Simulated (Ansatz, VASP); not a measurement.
**Cd2HgS3: VASP beside Ansatz**

```
CELL_PARAMETERS angstrom
-2.10431 2.10431 8.90885
2.10431 -2.10431 8.90885
2.10431 2.10431 -8.90885
ATOMIC_POSITIONS crystal
Cd 0.66722 0.66722 0.00000
Cd 0.33278 0.33278 0.00000
Hg 0.00000 0.00000 0.00000
S 0.75000 0.25000 0.50000
S 0.41522 0.91522 0.50000
S 0.08478 0.58478 0.50000
```

Alike in both runs: functional PBE; k mesh 12 × 12 × 12; occupations gaussian, width 0.02 eV; no spin polarisation.

Ansatz relaxed the structure, and its values are those at the end. VASP's run is a single point on that final structure, the one shown.

|  | VASP | Ansatz |
| --- | --- | --- |
| version | VASP 6.6.1 | Ansatz 0.2.0 |
| potentials or method | VASP PAW PBE potentials, release 64 (Cd, Hg, S), cutoff 520 eV | scalar-relativistic, plane waves, PAW |
| valence electrons in the cell | 54 | 78 |

|  | VASP | Ansatz | Ansatz less VASP |
| --- | --- | --- | --- |
| gap on the k mesh at the Fermi level (eV) | 0.47 | 0.47 | 0.000 |
| least direct gap on the mesh (eV) | 0.47 | 0.47 | 0.000 |
| pressure (GPa) | 0.3 | 0.0 | -0.27 |
| rms of the force components (eV/Å) | 0.003 | 0.003 | +0.0006 |

VASP's potentials hold 54 valence electrons a cell and Ansatz's 78, so a difference there can come from the potentials and not from the codes.

Spin-orbit coupling is off throughout.
